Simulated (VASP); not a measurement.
# Co (P6_3/mmc) in VASP: notebook

Runs on Co. Level: PBE. Tasks: electric field gradients.

Program: VASP 6.6.1. These are calculated values, not measurements. Logs are shortened: lines on timing, memory, paths and dates and some standing lists are left out, and cuts for length are marked.

## 1. The cell of the first run

The structure is hexagonal, space group P6_3/mmc (No. 194). The conventional cell has a = 2.495 Å, b = 2.495 Å, c = 4.032 Å, α = 90.00°, β = 90.00°, γ = 120.00°. Co (site symmetry -6m2) has 12 Co at 2.48 to 2.50 Å within 3.3 Å.

## 2. Electric field gradients, PBE, collinear spin, ferromagnetic start

The input, INCAR:

```
PREC = Accurate
ENCUT = 520
EDIFF = 1E-8
ISMEAR = -1
SIGMA = 0.05
LREAL = F
LASPH = T
NELM = 150
ALGO = Normal
ISIF = 2
LWAVE = F
LCHARG = F
ISPIN = 2
MAGMOM = 2 2
LORBIT = 11
LMAXMIX = 4
GGA = PE
LEFG = T
NBANDS = 20
```

The input, KPOINTS:

```
Automatic mesh
0
Gamma
  17 17 9
```

The input, POSCAR:

```
Co
1.0
    2.4953926987      0.0000000000      0.0000000000
   -1.2476963493      2.1610734695      0.0000000000
    0.0000000000      0.0000000000      4.0317541449
Co
2
Direct
    0.3333333333      0.6666666667      0.2500000000
    0.6666666667      0.3333333333      0.7500000000
```

Potentials or basis: VASP PAW PBE potentials, release 64 (Co).

On the command line:

```
> cat potpaw_PBE.64/Co/POTCAR > POTCAR
> mpirun -np 1 vasp_std > vasp.out
```

OUTCAR:

```text
PREC = Accurate
   ENCUT = 520
   EDIFF = 1E-8
   ISMEAR = -1
   LREAL = F
   LASPH = T
   NELM = 150
   ISIF = 2
   ISPIN = 2
   LORBIT = 11
   GGA = PE

 ion  position               nearest neighbor table
   1  0.333  0.667  0.250-   2 2.48   2 2.48   2 2.48   2 2.48   2 2.48   2 2.48
   2  0.667  0.333  0.750-   1 2.48   1 2.48   1 2.48   1 2.48   1 2.48   1 2.48

  LATTYP: Found a hexagonal cell.
 ALAT       =     2.4953926987
 C/A-ratio  =     1.6156792264

  Lattice vectors:

 A1 = (   2.4953926987,   0.0000000000,   0.0000000000)
 A2 = (  -1.2476963493,   2.1610734695,   0.0000000000)
 A3 = (   0.0000000000,   0.0000000000,   4.0317541449)

Analysis of symmetry for initial positions (statically):
=====================================================================
 Subroutine PRICEL returns:
 Original cell was already a primitive cell.

 Routine SETGRP: Setting up the symmetry group for a
 hexagonal supercell.

 Subroutine GETGRP returns: Found 24 space group operations
 (whereof 12 operations were pure point group operations)
 out of a pool of 24 trial point group operations.

The static configuration has the point symmetry D_3d.
 The point group associated with its full space group is D_6h.

Analysis of symmetry for dynamics (positions and initial velocities):
=====================================================================
 Subroutine PRICEL returns:
 Original cell was already a primitive cell.

 Routine SETGRP: Setting up the symmetry group for a
 hexagonal supercell.

 Subroutine GETGRP returns: Found 24 space group operations
 (whereof 12 operations were pure point group operations)
 out of a pool of 24 trial point group operations.

The dynamic configuration has the point symmetry D_3d.
 The point group associated with its full space group is D_6h.

Analysis of structural, dynamic, and magnetic symmetry:
=====================================================================
 Subroutine PRICEL returns:
 Original cell was already a primitive cell.

 Routine SETGRP: Setting up the symmetry group for a
 hexagonal supercell.

 Subroutine GETGRP returns: Found 24 space group operations
 (whereof 12 operations were pure point group operations)
 out of a pool of 24 trial point group operations.

The overall configuration has the point symmetry D_3d.
 The point group associated with its full space group is D_6h.

 Subroutine INISYM returns: Found 24 space group operations
 (whereof 12 operations are pure point group operations),
 and found     1 'primitive' translations

----------------------------------------------------------------------------------------

                                     Primitive cell

  volume of cell :      21.7421

  direct lattice vectors                    reciprocal lattice vectors
     2.495392699  0.000000000  0.000000000     0.400738529  0.231366498  0.000000000
    -1.247696349  2.161073469  0.000000000     0.000000000  0.462732995  0.000000000
     0.000000000  0.000000000  4.031754145     0.000000000  0.000000000  0.248030997

  length of vectors
     2.495392699  2.495392699  4.031754145     0.462732995  0.462732995  0.248030997

  position of ions in fractional coordinates (direct lattice)
     0.333333333  0.666666667  0.250000000
     0.666666667  0.333333333  0.750000000

  ion indices of the primitive-cell ions
   primitive index   ion index
                 1           1
                 2           2

----------------------------------------------------------------------------------------

 KPOINTS: Automatic mesh

Automatic generation of k-mesh.
 Grid dimensions read from file:
 generate k-points for:   17   17    9

 Generating k-lattice:

  Cartesian coordinates                     Fractional coordinates (reciprocal lattice)
     0.023572855  0.013609794  0.000000000     0.058823529  0.000000000  0.000000000
[... 61 lines left out ...]
   EDIFFG = 0.1E-06   stopping-criterion for IOM
   NSW    =      0    number of steps for IOM
   IBRION =     -1    ionic relax: 0-MD 1-quasi-New 2-CG
   NFREE  =      0    steps in history (QN), initial steepest desc. (CG)
   ISIF   =      2    stress and relaxation
   ISYM   =      2    0-nonsym 1-usesym 2-fastsym
   POTIM  = 0.5000    time-step for ionic-motion
   TEBEG  =    0.0;   TEEND  =   0.0 temperature during run
   PSTRESS=    0.0 pullay stress
   NELECT =      18.0000    total number of electrons
   NUPDOWN=      -1.0000    fix difference up-down
   EMIN   =  10.00;   EMAX   =-10.00  energy-range for DOS
   EFERMI =   0.00;   METHOD = LEGACY
   ISMEAR =    -1;   SIGMA  =   0.05  broadening in eV -4-tet -1-fermi 0-gaus
   EFERMI_NEDOS =   21; number of points for ismear=-14 and -15
   IALGO  =     38    algorithm
   IMIX   =      4    mixing-type and parameters
     AMIX     =   0.40;   BMIX     =  1.00
     AMIX_MAG =   1.60;   BMIX_MAG =  1.00
  volume/ion in A,a.u.               =      10.87        73.36
  Fermi-wavevector in a.u.,A,eV,Ry     =   1.537204  2.904894 32.150515  2.362996
  Thomas-Fermi vector in A             =   2.643746
   LORBIT       =     11    0 simple, 1 ext, 2 COOP (PROOUT), +10 PAW based schemes
   GGA     = PE    functional components
   LHFCALC =     F    Hartree Fock is set to
   AEXX    =    0.0000 exact exchange contribution
   IVDW    =     0    specifies the selected vdW correction
   LEPSILON=     F    determine dielectric tensor
   LRPA    =     F    only Hartree local field effects (RPA)
 spin polarized calculation
  energy-cutoff  :      520.00
  volume of cell :       21.74
 maximum number of plane-waves:       600
 NGX is ok and might be reduce to    20
   NGX =  9   NGY =  9   NGZ = 15

 number of electron      17.9999996 magnetization       3.2364924

 Free energy of the ion-electron system (eV)
  ---------------------------------------------------
  ext. energy  EPLUGINS =         0.00000000
  ---------------------------------------------------
  free energy    TOTEN  =       -14.07836131 eV

  energy without entropy =      -14.06384649  energy(sigma->0) =      -14.07110390

 E-fermi :  10.2194     XC(G=0): -13.3921

 val. band max:       10.2178232427   @ k =   0.1765   0.1765   0.1111
 cond. band min:      10.2218096616   @ k =   0.4118   0.0588   0.4444
 fundamental gap:      0.0039864189
 Fermi energy:        10.2194210169

 spin component 1

 k-point     1 :       0.0000    0.0000    0.0000
  band No.  band energies     occupation
      1       1.3315      1.00000
      2       5.1065      1.00000
      3       7.6194      1.00000
      4       7.6365      1.00000
      5       7.6365      1.00000
      6       7.9477      1.00000
[... 541 lines left out ...]
     19      32.4836      0.00000
     20      38.0003      0.00000

 [... further k-points ...]

 spin component 2

 k-point     1 :       0.0000    0.0000    0.0000
  band No.  band energies     occupation
      1       1.3268      1.00000
      2       6.0571      1.00000
      3       9.2601      1.00000
      4       9.2837      1.00000
      5       9.2837      1.00000
      6       9.6491      0.99999
[... 541 lines left out ...]
     19      32.7954      0.00000
     20      38.2404      0.00000

 [... further k-points ...]

------------------------ aborting loop because EDIFF is reached ----------------------------------------

  FORCE on cell =-STRESS in cart. coord.  units (eV):
  Direction    XX          YY          ZZ          XY          YZ          ZX
  --------------------------------------------------------------------------------------
  -------------------------------------------------------------------------------------
  Total       -0.0897641     -0.0897641     -0.1158284     -0.0000000     -0.0000000      0.0000000
  in kB       -6.6147062     -6.6147062     -8.5353849     -0.0000000     -0.0000000      0.0000000
  external PRESSURE =      -7.2549324 kB  Pullay stress =       0.0000000 kB

 VOLUME and BASIS-vectors are now :
 -----------------------------------------------------------------------------
  energy-cutoff  :      520.00
  volume of cell :       21.74
      direct lattice vectors                 reciprocal lattice vectors
     2.495392699  0.000000000  0.000000000     0.400738529  0.231366498  0.000000000
    -1.247696349  2.161073469  0.000000000     0.000000000  0.462732995  0.000000000
     0.000000000  0.000000000  4.031754145     0.000000000  0.000000000  0.248030997

 POSITION                                       TOTAL-FORCE (eV/Angst)
 -----------------------------------------------------------------------------------
     -0.00000      1.44072      1.00794        -0.000000      0.000000      0.000000
      1.24770      0.72036      3.02382         0.000000      0.000000      0.000000
 -----------------------------------------------------------------------------------
    total drift:                               -0.000000      0.000000     -0.000000

  FREE ENERGIE OF THE ION-ELECTRON SYSTEM (eV)
  ---------------------------------------------------
  free  energy   TOTEN  =       -14.0783613051 eV

  energy  without entropy=      -14.0638464893  energy(sigma->0) =      -14.07110390

 Electric field gradients (V/A^2)
---------------------------------------------------------------------
 ion       V_xx      V_yy      V_zz      V_xy      V_xz      V_yz
---------------------------------------------------------------------
   1       1.618     1.617    -3.235    -0.001     0.000    -0.000
   2       1.618     1.617    -3.235    -0.001    -0.000     0.000
---------------------------------------------------------------------

 Electric field gradients after diagonalization (V/A^2)
 (convention: |V_zz| > |V_xx| > |V_yy|)
----------------------------------------------------------------------
 ion       V_xx      V_yy      V_zz     asymmetry (V_yy - V_xx)/ V_zz
----------------------------------------------------------------------
   1       1.619     1.616    -3.235       0.001
   2       1.619     1.616    -3.235       0.001
----------------------------------------------------------------------

           NMR quadrupolar parameters

 Cq : quadrupolar parameter    Cq=e*Q*V_zz/h
 eta: asymmetry parameters     (V_yy - V_xx)/ V_zz
 Q  : nuclear electric quadrupole moment in mb (millibarn)
----------------------------------------------------------------------
 ion       Cq(MHz)       eta       Q (mb)
----------------------------------------------------------------------
   1      -0.008       0.001       1.000
   2      -0.008       0.001       1.000
----------------------------------------------------------------------

 total charge

# of ion       s       p       d       tot
------------------------------------------
    1        0.488   0.520   7.261   8.269
    2        0.488   0.520   7.261   8.269
--------------------------------------------------
tot          0.976   1.039  14.523  16.538

 magnetization (x)

# of ion       s       p       d       tot
------------------------------------------
    1       -0.015  -0.054   1.707   1.638
    2       -0.015  -0.054   1.707   1.638
--------------------------------------------------
tot         -0.029  -0.108   3.414   3.277
```

Run time: 66 s. Hardware: 1 thread of Intel Xeon 6975P-C (Granite Rapids), shared host; peak memory 0.21 GiB.

Results:

```yaml
Free_energy: -14.0784 eV
Pressure: -0.7 GPa
Net_moment: 3.24 μB per cell
Site_moments: Co +1.64 μB
Valence_electrons_inside_the_program's_atomic_spheres: Co 8.27
```

Stress tensor (GPa, compression positive):
```
-0.66  0.00  0.00
 0.00 -0.66  0.00
 0.00  0.00 -0.85
```

Electric field gradients, principal values (V/Å²):
```tsv
atom	least	middle	greatest (by size)
1 Co	1.616	1.619	-3.235
2 Co	1.616	1.619	-3.235
```

Caveat: without QUAD_EFG the Cq values of the log hold for a quadrupole moment of 1 mb, not for the nuclei.

(Part 1 of 2 ends here.)
